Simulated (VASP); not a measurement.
# Be2Cd in VASP: further runs

Be2Cd is run at these levels: PBE; tasks: single point.

Everything below comes from runs of VASP 6.6.1. Logs are shortened: lines on timing, memory, paths and dates and some standing lists are left out, and cuts for length are marked.

### Step 1. The cell of the first run

The cell holds a sheet with vacuum, 3 atoms: a = 4.165 Å, b = 4.165 Å, c = 23.800 Å, α = 90.00°, β = 90.00°, γ = 119.99°.

### Step 2. Single point, PBE

File INCAR:

```
PREC     = Accurate       # precision mode
ENCUT    = 520            # plane-wave cutoff, eV
EDIFF    = 1E-6           # SCF threshold, eV
ISMEAR   = 0              # smearing method
SIGMA    = 0.1            # smearing width, eV
LREAL    = F              # projectors in reciprocal space
LASPH    = T              # aspherical terms in the spheres
NELM     = 100            # most SCF steps
ALGO     = Normal         # electronic algorithm
ISIF     = 2              # what is computed and relaxed
LWAVE    = F              # write WAVECAR
LCHARG   = F              # write CHGCAR
LDIPOL   = T            
IDIPOL   = 3            
DIPOL    = 0.5 0.5 0.294
GGA      = PE             # functional
NBANDS   = 15             # bands
```

File KPOINTS:

```
regular mesh
0
Gamma
  14 14 1
```

File POSCAR:

```
Be2Cd
1.0
    4.1213427031     -0.5984610226      0.0000000000
   -1.5415962679      3.8687339297      0.0000000000
    0.0000000000      0.0000000000     23.8000000000
Be Cd
2 1
Direct
    0.3333634402      0.6666365598      0.2941176471
    0.6666365598      0.3333634402      0.2941176471
    0.0000000000      0.0000000000      0.2941176471
```

Potentials or basis: VASP PAW PBE potentials, release 64 (Be, Cd).

Started as:

```bash
> cat potpaw_PBE.64/Be/POTCAR potpaw_PBE.64/Cd/POTCAR > POTCAR
> mpirun -np 1 vasp_std > vasp.out
```

OUTCAR:

```text
PREC = Accurate
   ENCUT = 520
   EDIFF = 1E-6
   ISMEAR = 0
   LREAL = F
   LASPH = T
   NELM = 100
   ISIF = 2
   GGA = PE

 ion  position               nearest neighbor table
   1  0.333  0.667  0.294-   3 2.40   3 2.40   3 2.40
   2  0.667  0.333  0.294-   3 2.40   3 2.40   3 2.40
   3  0.000  0.000  0.294-   1 2.40   2 2.40   2 2.40   1 2.40   2 2.40   1 2.40

  LATTYP: Found a base centered orthorhombic cell.
 ALAT       =     4.1653062981
 B/A-ratio  =     1.7316410990
 C/A-ratio  =     5.7138655112

  Lattice vectors:

 A1 = (   4.1213427031,  -0.5984610226,   0.0000000000)
 A2 = (  -1.5415962679,   3.8687339297,   0.0000000000)
 A3 = (   0.0000000000,   0.0000000000,  23.8000000000)

Analysis of symmetry for initial positions (statically):
=====================================================================
 Subroutine PRICEL returns:
 Original cell was already a primitive cell.

 Routine SETGRP: Setting up the symmetry group for a
 base centered orthorhombic supercell.

 Subroutine GETGRP returns: Found  8 space group operations
 (whereof  4 operations were pure point group operations)
 out of a pool of  8 trial point group operations.

The static configuration has the point symmetry C_2v.
 The point group associated with its full space group is D_2h.

Analysis of symmetry for dynamics (positions and initial velocities):
=====================================================================
 Subroutine PRICEL returns:
 Original cell was already a primitive cell.

 Routine SETGRP: Setting up the symmetry group for a
 base centered orthorhombic supercell.

 Subroutine GETGRP returns: Found  8 space group operations
 (whereof  4 operations were pure point group operations)
 out of a pool of  8 trial point group operations.

The dynamic configuration has the point symmetry C_2v.
 The point group associated with its full space group is D_2h.

 Subroutine INISYM returns: Found  8 space group operations
 (whereof  4 operations are pure point group operations),
 and found     1 'primitive' translations

----------------------------------------------------------------------------------------

                                     Primitive cell

  volume of cell :     357.5187

  direct lattice vectors                    reciprocal lattice vectors
     4.121342703 -0.598461023  0.000000000     0.257541421  0.102623985  0.000000000
    -1.541596268  3.868733930  0.000000000     0.039839520  0.274357574  0.000000000
     0.000000000  0.000000000 23.800000000     0.000000000  0.000000000  0.042016807

  length of vectors
     4.164567357  4.164567357 23.800000000     0.277235037  0.277235037  0.042016807

  position of ions in fractional coordinates (direct lattice)
     0.333363440  0.666636560  0.294117647
     0.666636560  0.333363440  0.294117647
     0.000000000  0.000000000  0.294117647

  ion indices of the primitive-cell ions
   primitive index   ion index
                 1           1
                 2           2
                 3           3

----------------------------------------------------------------------------------------

 KPOINTS: regular mesh

Automatic generation of k-mesh.
 Grid dimensions read from file:
 generate k-points for:   14   14    1

 Generating k-lattice:

  Cartesian coordinates                     Fractional coordinates (reciprocal lattice)
     0.018395816  0.007330285  0.000000000     0.071428571  0.000000000  0.000000000
     0.002845680  0.019596970  0.000000000    -0.000000000  0.071428571  0.000000000
     0.000000000  0.000000000  0.042016807     0.000000000  0.000000000  1.000000000

  Length of vectors
     0.019802503  0.019802503  0.042016807

  Shift w.r.t. Gamma in fractional coordinates (k-lattice)
     0.000000000  0.000000000  0.000000000

 Subroutine IBZKPT returns following result:
 ===========================================

 Found     57 irreducible k-points:

 Following reciprocal coordinates:
            Coordinates               Weight
  0.000000  0.000000  0.000000      1.000000
  0.071429 -0.000000  0.000000      4.000000
  0.142857 -0.000000  0.000000      4.000000
  0.214286 -0.000000  0.000000      4.000000
  0.285714 -0.000000  0.000000      4.000000
  0.357143  0.000000  0.000000      4.000000
[... 16 lines left out ...]
  0.214286  0.142857  0.000000      4.000000
  0.285714  0.142857  0.000000      4.000000
 [... further k-points ...]
   k-points           NKPTS =     57   k-points in BZ     NKDIM =     57   number of bands    NBANDS=     15
   number of dos      NEDOS =    301   number of ions     NIONS =      3
   total plane-waves  NPLWV = 184320
   dimension x,y,z NGX =    32 NGY =   32 NGZ =  180
   dimension x,y,z NGXF=    64 NGYF=   64 NGZF=  360
   ions per type =               2   1
   NGX,Y,Z   is equivalent  to a cutoff of  12.77, 12.77, 12.57 a.u.
   NGXF,Y,Z  is equivalent  to a cutoff of  25.55, 25.55, 25.15 a.u.
 SYSTEM =  unknown system
   PREC   = accura    normal or accurate (medium, high low for compatibility)
   ISTART =      0    job   : 0-new  1-cont  2-samecut
   ICHARG =      2    charge: 1-file 2-atom 10-const
   ISPIN  =      1    spin polarized calculation?
   LNONCOLLINEAR =      F non collinear calculations
   LSORBIT =      F    spin-orbit coupling
   LASPH  =      T    aspherical Exc in radial PAW
   ENCUT  =  520.0 eV  38.22 Ry    6.18 a.u.   7.74  7.74 44.25*2*pi/ulx,y,z
   NELM   =    100;   NELMIN=  2; NELMDL= -5     # of ELM steps
   EDIFF  = 0.1E-05   stopping-criterion for ELM
   LREAL  =      F    real-space projection
   EDIFFG = 0.1E-04   stopping-criterion for IOM
   NSW    =      0    number of steps for IOM
   IBRION =     -1    ionic relax: 0-MD 1-quasi-New 2-CG
   NFREE  =      0    steps in history (QN), initial steepest desc. (CG)
   ISIF   =      2    stress and relaxation
   ISYM   =      2    0-nonsym 1-usesym 2-fastsym
   POTIM  = 0.5000    time-step for ionic-motion
   TEBEG  =    0.0;   TEEND  =   0.0 temperature during run
   PSTRESS=    0.0 pullay stress
   NELECT =      16.0000    total number of electrons
   NUPDOWN=      -1.0000    fix difference up-down
   EMIN   =  10.00;   EMAX   =-10.00  energy-range for DOS
   EFERMI =   0.00;   METHOD = LEGACY
   ISMEAR =     0;   SIGMA  =   0.10  broadening in eV -4-tet -1-fermi 0-gaus
   EFERMI_NEDOS =   21; number of points for ismear=-14 and -15
   IALGO  =     38    algorithm
   IMIX   =      4    mixing-type and parameters
     AMIX     =   0.40;   BMIX     =  1.00
     AMIX_MAG =   1.60;   BMIX_MAG =  1.00
  volume/ion in A,a.u.               =     119.17       804.22
  Fermi-wavevector in a.u.,A,eV,Ry     =   0.581231  1.098367  4.596445  0.337829
  Thomas-Fermi vector in A             =   1.625654
   LORBIT       =      0    0 simple, 1 ext, 2 COOP (PROOUT), +10 PAW based schemes
   GGA     = PE    functional components
   LHFCALC =     F    Hartree Fock is set to
   AEXX    =    0.0000 exact exchange contribution
   IVDW    =     0    specifies the selected vdW correction
   LEPSILON=     F    determine dielectric tensor
   LRPA    =     F    only Hartree local field effects (RPA)
 non-spin polarized calculation
 Gauss-broadening in eV      SIGMA  =   0.10
  energy-cutoff  :      520.00
  volume of cell :      357.52
 maximum number of plane-waves:      9671
   NGX = 15   NGY = 15   NGZ = 89

 dipolmoment           0.000000      0.000000     -0.000001 electrons x Angstroem

 number of electron      16.0000001 magnetization

 dipolmoment           0.000000      0.000000      0.000004 electrons x Angstroem

 Free energy of the ion-electron system (eV)
  ---------------------------------------------------
  ext. energy  EPLUGINS =         0.00000000
  ---------------------------------------------------
  free energy    TOTEN  =        -5.88489187 eV

  energy without entropy =       -5.87804861  energy(sigma->0) =       -5.88147024

 E-fermi :  -3.3934     XC(G=0):  -1.8674

 val. band max:       -3.5229998658   @ k =  -0.2857   0.2857   0.0000
 cond. band min:      -3.3881706163   @ k =   0.1429   0.0714   0.0000
 fundamental gap:      0.1348292495
 Fermi energy:        -3.3934047601

 k-point     1 :       0.0000    0.0000    0.0000
  band No.  band energies     occupation
      1     -12.4337      2.00000
      2     -12.4336      2.00000
      3     -12.4176      2.00000
      4     -11.9122      2.00000
      5     -11.9122      2.00000
      6      -9.8902      2.00000
      7      -4.6089      2.00000
      8      -0.7273      0.00000
      9      -0.7256      0.00000
     10      -0.4413      0.00000
     11      -0.4373      0.00000
     12       0.1759      0.00000
     13       0.7601      0.00000
     14       1.0511      0.00000
     15       1.7431      0.00000

 k-point     2 :       0.0714   -0.0000    0.0000
  band No.  band energies     occupation
      1     -12.4326      2.00000
      2     -12.4197      2.00000
      3     -12.3997      2.00000
      4     -11.9183      2.00000
      5     -11.9132      2.00000
      6      -9.8540      2.00000
      7      -4.5388      2.00000
      8      -1.6381      0.00000
      9      -1.4936      0.00000
     10       0.1792      0.00000
     11       0.2341      0.00000
     12       0.4167      0.00000
     13       0.8191      0.00000
     14       1.1097      0.00000
     15       1.8016      0.00000
[... 365 lines left out ...]
      3     -12.1340      2.00000
      4     -11.9876      2.00000
      5     -11.9329      2.00000
      6      -9.1160      2.00000
      7      -4.9909      2.00000
      8      -4.3119      2.00000
      9      -3.3267      0.34530
     10       1.2363      0.00000
     11       1.3058      0.00000
     12       1.4802      0.00000
     13       1.8545      0.00000
     14       2.1636      0.00000
     15       2.5625      0.00000

 k-point    24 :       0.2857    0.1429    0.0000
  band No.  band energies     occupation
      1     -12.3868      2.00000
      2     -12.2327      2.00000
      3     -12.0816      2.00000
      4     -12.0045      2.00000
      5     -11.9399      2.00000
      6      -8.7051      2.00000
      7      -5.9042      2.00000
      8      -4.6997      2.00000
      9      -2.7501      0.00000
     10       0.4479      0.00000
     11       1.3755      0.00000
     12       1.7337      0.00000
     13       2.0643      0.00000
     14       2.5051      0.00000
     15       2.6900      0.00000

 [... further k-points ...]

------------------------ aborting loop because EDIFF is reached ----------------------------------------

 vacuum level on the upper side and lower side of the slab       (xc-potential included)        -0.006        -0.007

  FORCE on cell =-STRESS in cart. coord.  units (eV):
  Direction    XX          YY          ZZ          XY          YZ          ZX
  --------------------------------------------------------------------------------------
  -------------------------------------------------------------------------------------
  Total        0.1032657      0.1020397     -0.0020134     -0.0025605      0.0000000      0.0000000
  in kB        0.4627730      0.4572787     -0.0090228     -0.0114745      0.0000000      0.0000000
  external PRESSURE =       0.3036763 kB  Pullay stress =       0.0000000 kB

 VOLUME and BASIS-vectors are now :
 -----------------------------------------------------------------------------
  energy-cutoff  :      520.00
  volume of cell :      357.52
      direct lattice vectors                 reciprocal lattice vectors
     4.121342703 -0.598461023  0.000000000     0.257541421  0.102623985  0.000000000
    -1.541596268  3.868733930  0.000000000     0.039839520  0.274357574  0.000000000
     0.000000000  0.000000000 23.800000000     0.000000000  0.000000000  0.042016807

 POSITION                                       TOTAL-FORCE (eV/Angst)
 -----------------------------------------------------------------------------------
      0.34622      2.37953      7.00000        -0.000122      0.000096     -0.000000
      2.23353      0.89074      7.00000         0.000122     -0.000096     -0.000000
      0.00000      0.00000      7.00000        -0.000000      0.000000      0.000000
 -----------------------------------------------------------------------------------
    total drift:                                0.000000      0.000000     -0.000015

  FREE ENERGIE OF THE ION-ELECTRON SYSTEM (eV)
  ---------------------------------------------------
  free  energy   TOTEN  =        -5.8848918670 eV

  energy  without entropy=       -5.8780486080  energy(sigma->0) =       -5.88147024

 vacuum level on the upper side and lower side of the slab         0.932         0.932
```

It took 6.2 min on 1 thread of Intel Xeon Platinum 8175M at 2.50GHz (Skylake/Cascade Lake), shared host; peak memory 0.64 GiB.

What came out:

- Free energy: -5.8849 eV
- Band gap on the k mesh: zero (band 8 reaches -0.73 eV, above the bottom of band 9 at -3.74 eV)

### Step 3. Single point, PBE

This run uses another cell than the first one, of 118.24 Å³/atom, 0.992 times its volume.

File INCAR:

```
SYSTEM = Be2Cd
PREC     = Accurate       ! precision mode
ENCUT    = 520            ! plane-wave cutoff, eV
EDIFF    = 1E-7           ! SCF threshold, eV
ISMEAR   = 0              ! smearing method
SIGMA    = 0.1            ! smearing width, eV
LREAL    = .False.        ! projectors in reciprocal space
LASPH    = .True.         ! aspherical terms in the spheres
NELM     = 100            ! most SCF steps
ALGO     = Normal         ! electronic algorithm
ISIF     = 2              ! what is computed and relaxed
LWAVE    = .False.        ! write WAVECAR
LCHARG   = .False.        ! write CHGCAR
LDIPOL   = .True.       
IDIPOL   = 3            
DIPOL    = 0.5 0.5 0.294
GGA      = PE             ! functional
NBANDS   = 15             ! bands
```

File KPOINTS:

```
Automatic mesh
0
Gamma
  14 14 1
  0 0 0
```

File POSCAR:

```
Be2Cd
1.0
    4.1021817579     -0.5887534639      0.0000000000
   -1.5276942114      3.8523598239      0.0000000000
    0.0000000000      0.0000000000     23.8000000000
Be Cd
2 1
Direct
    0.3335179182      0.6664820818      0.2941176471
    0.6664820818      0.3335179182      0.2941176471
    0.0000000000      0.0000000000      0.2941176471
```

Potentials or basis: VASP PAW PBE potentials, release 64 (Be, Cd).

Started as:

```bash
> cat potpaw_PBE.64/Be/POTCAR potpaw_PBE.64/Cd/POTCAR > POTCAR
> mpirun -np 1 vasp_std > vasp.out
```

Wall time 6.4 min (1 thread of Intel Xeon Platinum 8175M at 2.50GHz (Skylake/Cascade Lake), shared host); peak memory 0.64 GiB.

The run converged. Its results:

- Free energy: -5.8827 eV
- Largest force: 0.017 eV/Å
- Band gap on the k mesh: zero (band 8 reaches -0.69 eV, above the bottom of band 9 at -3.74 eV)

Forces on the atoms (eV/Å):
```
Be   0.014 -0.011  0.000
Be  -0.014  0.011  0.000
Cd   0.000  0.000  0.000
```

Levels at points of the mesh, in eV from the Fermi level:
```
           k point  band 6  band 7  band 8  band 9  band 10  band 11
(0.00, 0.00, 0.00)   -6.52   -1.24    2.70    2.70     2.96     3.00
(0.50, 0.00, 0.00)   -4.43   -4.11   -0.92    1.88     1.97     3.85
(0.50, 0.50, 0.00)   -4.42   -4.10   -0.95    1.89     1.99     3.79
```
